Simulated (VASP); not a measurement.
# Sc5Al in VASP: further runs

Runs on Sc5Al. Level: PBE. Tasks: single point, relaxation of cell and atoms.

All numbers are computed with VASP 6.6.1; they aren't measurements. Logs are shortened: lines on timing, memory, paths and dates and some standing lists are left out, and cuts for length are marked.

## Step 1: The cell of the first run

The typed cell holds 12 atoms: a = 3.249 Å, b = 6.511 Å, c = 13.067 Å, α = 90.01°, β = 90.01°, γ = 89.99°.

## Step 2: Single point, PBE

The input, INCAR:

```
SYSTEM = Sc5Al
  ALGO = Fast
  EDIFF = 1E-7
  ENCUT = 520
  GGA = PE
  ISIF = 2
  ISMEAR = 0
  LASPH = .TRUE.
  LCHARG = .FALSE.
  LREAL = .FALSE.
  LWAVE = .FALSE.
  NBANDS = 70
  NELM = 60
  PREC = Accurate
  SIGMA = 0.2
```

The input, KPOINTS:

```
k-points
0
G
  6 4 2
  0 0 0
```

The input, POSCAR:

```
Sc5Al
1.0
   -0.0001157778     -3.2485498375      0.0003389202
   -6.5108440503     -0.0004319073      0.0006472451
    0.0012559638      0.0009241608    -13.0667850875
Sc Al
10 2
Direct
    0.9999815504      0.9999211910      0.3564904474
    0.9998408380      0.4999112469      0.3568502688
    0.4998018327      0.7498499871      0.1778662351
    0.4997632300      0.2499675191      0.1779377409
    1.0000513236      0.4999462829      0.0000469470
    0.9999206899      0.0000385574      0.9999783739
    0.4999968038      0.7500038365      0.8221150463
    0.5002249613      0.2502282842      0.8220733362
    1.0002907258      1.0000603721      0.6435131288
    1.0000388838      0.5000708951      0.6431422605
    0.5000603991      0.7506047445      0.4999856671
    0.5000287616      0.2493970831      0.5000005480
```

Potentials or basis: VASP PAW PBE potentials, release 64 (Sc_sv, Al).

Launch:

```
> cat potpaw_PBE.64/Sc_sv/POTCAR potpaw_PBE.64/Al/POTCAR > POTCAR
> mpirun -np 1 vasp_std > vasp.out
```

OUTCAR:

```text
SYSTEM = Sc5Al
   EDIFF = 1E-7
   ENCUT = 520
   GGA = PE
   ISIF = 2
   ISMEAR = 0
   LASPH = .TRUE.
   LREAL = .FALSE.
   NELM = 60
   PREC = Accurate

 ion  position               nearest neighbor table
   1  1.000  1.000  0.356-  11 2.96  11 2.96  12 2.97  12 2.97   2 3.26   2 3.26   4 3.28   4 3.28
                             3 3.28   3 3.28
   2  1.000  0.500  0.357-  11 2.97  12 2.97  12 2.97  11 2.97   1 3.26   1 3.26   4 3.28   4 3.28
                             3 3.28   3 3.28
   3  0.500  0.750  0.178-   4 3.25   4 3.26   5 3.27   5 3.27   6 3.27   6 3.27   1 3.28   1 3.28
                             2 3.28   2 3.28
   4  0.500  0.250  0.178-   3 3.25   3 3.26   5 3.27   6 3.27   6 3.27   5 3.27   1 3.28   1 3.28
                             2 3.28   2 3.28
   5  0.000  0.500  0.000-   6 3.25   6 3.26   3 3.27   8 3.27   3 3.27   4 3.27   8 3.27   7 3.27
                             4 3.27   7 3.27
   6  1.000  0.000  1.000-   5 3.25   5 3.26   7 3.27   4 3.27   7 3.27   8 3.27   3 3.27   4 3.27
                             3 3.27   8 3.27
   7  0.500  0.750  0.822-   8 3.25   8 3.26   6 3.27   6 3.27   5 3.27   5 3.27   9 3.28   9 3.28
                            10 3.28  10 3.28
   8  0.500  0.250  0.822-   7 3.25   7 3.26   5 3.27   5 3.27   6 3.27   6 3.27   9 3.28   9 3.28
                            10 3.28  10 3.28
   9  0.000  0.000  0.644-  12 2.96  11 2.96  12 2.97  11 2.97  10 3.26  10 3.26   7 3.28   8 3.28
                             8 3.28   7 3.28
  10  0.000  0.500  0.643-  11 2.97  12 2.97  12 2.97  11 2.97   9 3.26   9 3.26   8 3.28   8 3.28
                             7 3.28   7 3.28
  11  0.500  0.751  0.500-   1 2.96   9 2.96   1 2.96   9 2.97  10 2.97   2 2.97   2 2.97  10 2.97
                            12 3.25  12 3.26
  12  0.500  0.249  0.500-   9 2.96   1 2.97   1 2.97   9 2.97   2 2.97  10 2.97   2 2.97  10 2.97
                            11 3.25  11 3.26

  LATTYP: Found a triclinic cell.
 ALAT       =    13.0667851805
 B/A-ratio  =     0.4982743656
 C/A-ratio  =     0.2486112546
 COS(alpha) =     0.0001019868
 COS(beta)  =     0.0001750591
 COS(gamma) =     0.0001955338

  Lattice vectors:

 A1 = (  -0.0012559638,  -0.0009241608,  13.0667850875)
 A2 = (  -6.5108440503,  -0.0004319073,   0.0006472451)
 A3 = (  -0.0001157778,  -3.2485498375,   0.0003389202)

Analysis of symmetry for initial positions (statically):
=====================================================================
 Subroutine PRICEL returns:
 Original cell was already a primitive cell.

 Routine SETGRP: Setting up the symmetry group for a
 triclinic supercell.

[... 151 lines left out ...]
   EMIN   =  10.00;   EMAX   =-10.00  energy-range for DOS
   EFERMI =   0.00;   METHOD = LEGACY
   ISMEAR =     0;   SIGMA  =   0.20  broadening in eV -4-tet -1-fermi 0-gaus
   EFERMI_NEDOS =   21; number of points for ismear=-14 and -15
   IALGO  =     68    algorithm
   IMIX   =      4    mixing-type and parameters
     AMIX     =   0.40;   BMIX     =  1.00
     AMIX_MAG =   1.60;   BMIX_MAG =  1.00
  volume/ion in A,a.u.               =      23.03       155.42
  Fermi-wavevector in a.u.,A,eV,Ry     =   1.225732  2.316298 20.441661  1.502420
  Thomas-Fermi vector in A             =   2.360759
   LORBIT       =      0    0 simple, 1 ext, 2 COOP (PROOUT), +10 PAW based schemes
   GGA     = PE    functional components
   LHFCALC =     F    Hartree Fock is set to
   AEXX    =    0.0000 exact exchange contribution
   IVDW    =     0    specifies the selected vdW correction
   LEPSILON=     F    determine dielectric tensor
   LRPA    =     F    only Hartree local field effects (RPA)
 non-spin polarized calculation
 RMM-DIIS sequential band-by-band and
 Gauss-broadening in eV      SIGMA  =   0.20
  energy-cutoff  :      520.00
  volume of cell :      276.37
 maximum number of plane-waves:      7496
   NGX = 13   NGY = 25   NGZ = 49

 number of electron     116.0000004 magnetization

 Free energy of the ion-electron system (eV)
  ---------------------------------------------------
  ext. energy  EPLUGINS =         0.00000000
  ---------------------------------------------------
  free energy    TOTEN  =       -71.73639662 eV

  energy without entropy =      -71.39060742  energy(sigma->0) =      -71.56350202

 E-fermi :   4.2528     XC(G=0):  -9.9638

 val. band max:        4.2433780642   @ k =   0.5000   0.2500   0.5000
 cond. band min:       4.2550348227   @ k =  -0.0000   0.2500   0.5000
 fundamental gap:      0.0116567585
 Fermi energy:         4.2528106085

 k-point     1 :       0.0000    0.0000    0.0000
  band No.  band energies     occupation
      1     -45.2020      2.00000
      2     -45.1992      2.00000
      3     -45.1748      2.00000
      4     -45.1730      2.00000
      5     -45.1599      2.00000
      6     -45.1254      2.00000
[... 1741 lines left out ...]
     69       5.6247      0.00000
     70       5.6549      0.00000

 [... further k-points ...]

------------------------ aborting loop because EDIFF is reached ----------------------------------------

  FORCE on cell =-STRESS in cart. coord.  units (eV):
  Direction    XX          YY          ZZ          XY          YZ          ZX
  --------------------------------------------------------------------------------------
  -------------------------------------------------------------------------------------
  Total        0.1104619      0.1063031      0.1432524     -0.0052236      0.0103088      0.0112475
  in kB        0.6403650      0.6162557      0.8304565     -0.0302820      0.0597617      0.0652034
  external PRESSURE =       0.6956924 kB  Pullay stress =       0.0000000 kB

 VOLUME and BASIS-vectors are now :
 -----------------------------------------------------------------------------
  energy-cutoff  :      520.00
  volume of cell :      276.37
      direct lattice vectors                 reciprocal lattice vectors
    -0.000115778 -3.248549838  0.000338920     0.000020418 -0.307829665 -0.000021770
    -6.510844050 -0.000431907  0.000647245    -0.153589919  0.000005472 -0.000014762
     0.001255964  0.000924161-13.066785087    -0.000007607 -0.000007984 -0.076529920

 POSITION                                       TOTAL-FORCE (eV/Angst)
 -----------------------------------------------------------------------------------
     -6.51000     -3.24859     -4.65720        -0.000369      0.000823      0.010140
     -3.25451     -3.24792     -4.66222        -0.001303     -0.000854      0.011584
     -4.88199     -1.62379     -2.32349         0.000048     -0.001258      0.000792
     -1.62733     -1.62345     -2.32474        -0.001092     -0.001495      0.003469
     -3.25507     -0.00038     -0.00029        -0.001245      0.000829      0.001797
      0.00089     -3.24737    -13.06616         0.000420      0.000082     -0.000450
     -4.88218     -1.62383    -10.74175         0.001263     -0.000807     -0.002253
     -1.62822     -1.62435    -10.74152         0.001486      0.000806     -0.003313
      0.00042     -0.00035     -8.40865         0.000331      0.002132     -0.009774
     -3.25508      0.00025     -8.40348        -0.000121     -0.000513     -0.011207
     -4.88650     -1.62433     -6.53255         0.002009      0.000439     -0.000923
     -1.62322     -1.62401     -6.53307        -0.001427     -0.000182      0.000138
 -----------------------------------------------------------------------------------
    total drift:                                0.000000      0.000012      0.000022

  FREE ENERGIE OF THE ION-ELECTRON SYSTEM (eV)
  ---------------------------------------------------
  free  energy   TOTEN  =       -71.7363966236 eV

  energy  without entropy=      -71.3906074216  energy(sigma->0) =      -71.56350202
```

OSZICAR:

```text
N       E                     dE             d eps       ncg     rms          rms(c)
DAV:   1     0.253532079730E+04    0.25353E+04   -0.49151E+04  3968   0.172E+03
DAV:   2     0.152038732376E+03   -0.23833E+04   -0.23580E+04  5688   0.816E+02
DAV:   3    -0.653866724539E+02   -0.21743E+03   -0.21066E+03  6446   0.336E+02
[... 29 lines left out ...]
RMM:  33    -0.717363960501E+02   -0.34341E-06   -0.34034E-06  3134   0.120E-03    0.261E-04
RMM:  34    -0.717363962571E+02   -0.20706E-06   -0.22169E-06  3054   0.105E-03    0.162E-04
RMM:  35    -0.717363964244E+02   -0.16729E-06   -0.17040E-06  2995   0.961E-04    0.145E-04
RMM:  36    -0.717363965391E+02   -0.11465E-06   -0.11262E-06  2705   0.794E-04    0.193E-04
RMM:  37    -0.717363966236E+02   -0.84561E-07   -0.86161E-07  2373   0.706E-04
   1 F= -.71736397E+02 E0= -.71563502E+02  d E =-.345789E+00
```

Run time: 25 min. Hardware: 1 thread of Intel Xeon Platinum 8259CL at 2.50GHz (Skylake/Cascade Lake), shared host; peak memory 0.56 GiB.

What came out:

```
Free energy            : -71.7364 eV
Pressure               : 0.1 GPa
Largest force          : 0.012 eV/Å
Band gap on the k mesh : zero (bands 58 and 59 overlap by 0.44 eV)
```

Forces in eV/Å, atoms in the order of the input:
```
Sc   0.000  0.001  0.010
Sc  -0.001 -0.001  0.012
Sc   0.000 -0.001  0.001
Sc  -0.001 -0.001  0.003
Sc  -0.001  0.001  0.002
Sc   0.000  0.000  0.000
Sc   0.001 -0.001 -0.002
Sc   0.001  0.001 -0.003
Sc   0.000  0.002 -0.010
Sc   0.000 -0.001 -0.011
Al   0.002  0.000 -0.001
Al  -0.001  0.000  0.000
```

## Step 3: Single point, PBE

This run uses another cell than the first one: it holds 6 atoms, not 12.

The input, INCAR:

```
SYSTEM = Sc5Al
  PREC = Accurate
  ENCUT = 520
  EDIFF = 1E-6
  ISMEAR = 0
  SIGMA = 0.1
  LREAL = .False.
  LASPH = .True.
  NELM = 80
  ALGO = Normal
  ISIF = 2
  LWAVE = .False.
  LCHARG = .True.
  GGA = PE
  LELF = .True.
  LVHAR = .True.
  NBANDS = 38
```

The input, KPOINTS:

```
Automatic mesh
0
Gamma
  6 6 2
  0 0 0
```

The input, POSCAR:

```
Sc5Al
1.0
    2.9406800300      0.0000000000      0.0000000000
    0.0000000000      2.9406800300      0.0000000000
    0.0000000000      0.0000000000     12.4762487500
Sc Al
5 1
Direct
    0.0000000000      0.0000000000      0.6666666700
    0.5000000000      0.5000000000      0.8333333300
    0.0000000000      0.0000000000      0.0000000000
    0.5000000000      0.5000000000      0.1666666700
    0.0000000000      0.0000000000      0.3333333300
    0.5000000000      0.5000000000      0.5000000000
```

Potentials or basis: VASP PAW PBE potentials, release 64 (Sc_sv, Al).

Launch:

```
> cat potpaw_PBE.64/Sc_sv/POTCAR potpaw_PBE.64/Al/POTCAR > POTCAR
> mpirun -np 1 vasp_std > vasp.out
```

OUTCAR:

```text
SYSTEM = Sc5Al
   PREC = Accurate
   ENCUT = 520
   EDIFF = 1E-6
   ISMEAR = 0
   LREAL = .False.
   LASPH = .True.
   NELM = 80
   ISIF = 2
   GGA = PE

 ion  position               nearest neighbor table
   1  0.000  0.000  0.667-   2 2.94   2 2.94   2 2.94   2 2.94   6 2.94   6 2.94   6 2.94   6 2.94

   2  0.500  0.500  0.833-   1 2.94   1 2.94   1 2.94   1 2.94   3 2.94   3 2.94   3 2.94   3 2.94

   3  0.000  0.000  0.000-   2 2.94   4 2.94   2 2.94   4 2.94   2 2.94   4 2.94   2 2.94   4 2.94

   4  0.500  0.500  0.167-   5 2.94   5 2.94   5 2.94   5 2.94   3 2.94   3 2.94   3 2.94   3 2.94

   5  0.000  0.000  0.333-   4 2.94   4 2.94   4 2.94   4 2.94   6 2.94   6 2.94   6 2.94   6 2.94

   6  0.500  0.500  0.500-   1 2.94   5 2.94   1 2.94   5 2.94   1 2.94   5 2.94   1 2.94   5 2.94

  LATTYP: Found a simple tetragonal cell.
 ALAT       =     2.9406800300
 C/A-ratio  =     4.2426406895

  Lattice vectors:

 A1 = (   2.9406800300,   0.0000000000,   0.0000000000)
 A2 = (   0.0000000000,   2.9406800300,   0.0000000000)
 A3 = (   0.0000000000,   0.0000000000,  12.4762487500)

[... 179 lines left out ...]

 val. band max:        5.9535355560   @ k =   0.5000   0.1667   0.0000
 cond. band min:       6.0188162142   @ k =   0.5000   0.1667   0.0000
 fundamental gap:      0.0652806582
 Fermi energy:         5.9694639159

 k-point     1 :       0.0000    0.0000    0.0000
  band No.  band energies     occupation
      1     -42.8699      2.00000
      2     -42.8666      2.00000
      3     -42.7205      2.00000
      4     -42.5286      2.00000
      5     -42.4770      2.00000
      6     -21.8252      2.00000
[... 809 lines left out ...]
     37       8.2254      0.00000
     38       9.3044      0.00000

------------------------ aborting loop because EDIFF is reached ----------------------------------------

  FORCE on cell =-STRESS in cart. coord.  units (eV):
  Direction    XX          YY          ZZ          XY          YZ          ZX
  --------------------------------------------------------------------------------------
  -------------------------------------------------------------------------------------
  Total       14.3511850     14.3511850     13.1407405      0.0000000      0.0000000      0.0000000
  in kB      213.1173341    213.1173341    195.1420455      0.0000000      0.0000000      0.0000000
  external PRESSURE =     207.1255712 kB  Pullay stress =       0.0000000 kB

 VOLUME and BASIS-vectors are now :
 -----------------------------------------------------------------------------
  energy-cutoff  :      520.00
  volume of cell :      107.89
      direct lattice vectors                 reciprocal lattice vectors
     2.940680030  0.000000000  0.000000000     0.340057398  0.000000000  0.000000000
     0.000000000  2.940680030  0.000000000     0.000000000  0.340057398  0.000000000
     0.000000000  0.000000000 12.476248750     0.000000000  0.000000000  0.080152297

 POSITION                                       TOTAL-FORCE (eV/Angst)
 -----------------------------------------------------------------------------------
      0.00000      0.00000      8.31750        -0.000000      0.000000     -1.373237
      1.47034      1.47034     10.39687        -0.000000     -0.000000      0.175069
      0.00000      0.00000      0.00000        -0.000000      0.000000      0.000000
      1.47034      1.47034      2.07937         0.000000     -0.000000     -0.175069
      0.00000      0.00000      4.15875        -0.000000      0.000000      1.373237
      1.47034      1.47034      6.23812        -0.000000      0.000000      0.000000
 -----------------------------------------------------------------------------------
    total drift:                                0.000000     -0.000000      0.000000

  FREE ENERGIE OF THE ION-ELECTRON SYSTEM (eV)
  ---------------------------------------------------
  free  energy   TOTEN  =       -33.8147814853 eV

  energy  without entropy=      -33.7838358105  energy(sigma->0) =      -33.79930865
```

OSZICAR:

```text
N       E                     dE             d eps       ncg     rms          rms(c)
DAV:   1     0.111038824174E+04    0.11104E+04   -0.25522E+04  1520   0.167E+03
DAV:   2     0.461836683737E+02   -0.10642E+04   -0.10519E+04  2056   0.753E+02
DAV:   3    -0.322693379993E+02   -0.78453E+02   -0.75608E+02  2442   0.264E+02
DAV:   4    -0.364152103372E+02   -0.41459E+01   -0.39701E+01  2520   0.519E+01
DAV:   5    -0.365640586744E+02   -0.14885E+00   -0.14692E+00  2512   0.108E+01    0.178E+01
DAV:   6    -0.352026586840E+02    0.13614E+01   -0.16023E+01  2288   0.285E+01    0.818E+00
DAV:   7    -0.359928313064E+02   -0.79017E+00   -0.36999E+01  2576   0.271E+01    0.796E+00
DAV:   8    -0.339748777213E+02    0.20180E+01   -0.14808E+01  2490   0.171E+01    0.292E+00
DAV:   9    -0.338286357765E+02    0.14624E+00   -0.10741E+00  2384   0.835E+00    0.120E+00
DAV:  10    -0.338180149241E+02    0.10621E-01   -0.11774E-01  2456   0.273E+00    0.553E-01
DAV:  11    -0.338150824542E+02    0.29325E-02   -0.20491E-02  2378   0.134E+00    0.160E-01
DAV:  12    -0.338147689584E+02    0.31350E-03   -0.33777E-03  2250   0.609E-01    0.616E-02
DAV:  13    -0.338147934975E+02   -0.24539E-04   -0.50644E-04  2482   0.216E-01    0.367E-02
DAV:  14    -0.338147826316E+02    0.10866E-04   -0.11210E-04  2296   0.118E-01    0.810E-03
DAV:  15    -0.338147812498E+02    0.13817E-05   -0.49800E-06  1882   0.248E-02    0.257E-03
DAV:  16    -0.338147814853E+02   -0.23544E-06   -0.55891E-07  1122   0.112E-02
   1 F= -.33814781E+02 E0= -.33799309E+02  d E =-.309457E-01
```

stdout:

```text
POSCAR found type information on POSCAR ScAl
 POSCAR found :  2 types and       6 ions
 scaLAPACK will be used
 LDA part: xc-table for (Slater+PW92), standard interpolation
 POSCAR, INCAR and KPOINTS ok, starting setup
 FFT: planning ... GRIDC
 FFT: planning ... GRID_SOFT
 FFT: planning ... GRID
 WAVECAR not read
 entering main loop
```

It took 65 s on 1 thread of AMD EPYC 9R45 (Zen 5), shared host; peak memory 0.22 GiB.

What came out:

| Property | Result |
| --- | --- |
| Free energy | -33.8148 eV |
| Pressure | 20.7 GPa |
| Largest force | 1.373 eV/Å |
| Band gap on the k mesh | zero (bands 29 and 30 overlap by 1.08 eV) |

Forces on the atoms (eV/Å):
```
Sc   0.000  0.000 -1.373
Sc   0.000  0.000  0.175
Sc   0.000  0.000  0.000
Sc   0.000  0.000 -0.175
Sc   0.000  0.000  1.373
Al   0.000  0.000  0.000
```

Caveat: the cell stands under pressure; forces of over 1 eV/Å act on the atoms, so gaps and moduli don't describe the material at rest.

(Part 1 of 3 ends here.)
